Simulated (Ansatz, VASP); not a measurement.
**One calculation of Eu, two programs**

```
CELL_PARAMETERS angstrom
-2.19395 2.19395 2.19395
2.19395 -2.19395 2.19395
2.19395 2.19395 -2.19395
ATOMIC_POSITIONS crystal
Eu 0.00000 0.00000 0.00000
```

Alike in both runs: task single point; functional PBE; k mesh 10 × 10 × 10; occupations fermi-dirac, width 0.6 eV; collinear spin.

|  | VASP | Ansatz |
| --- | --- | --- |
| version | VASP 6.6.1 | Ansatz 0.2.0 |
| potentials or method | VASP PAW PBE potentials, release 64 (Eu), cutoff 520 eV | plane waves (420 eV) with PAW, scalar-relativistic |
| valence electrons in the cell | 17 | 17 |

```tsv
	VASP	Ansatz	Ansatz less VASP
pressure (GPa)	0.1	0.2	+0.11
net moment per atom (μB)	6.99	6.99	-0.007
size of the moment on the site where the two differ most (μB)	6.42	6.74	+0.318
```

Site moments also hang on the region over which each program counts them.

Neither program's run includes spin-orbit coupling.
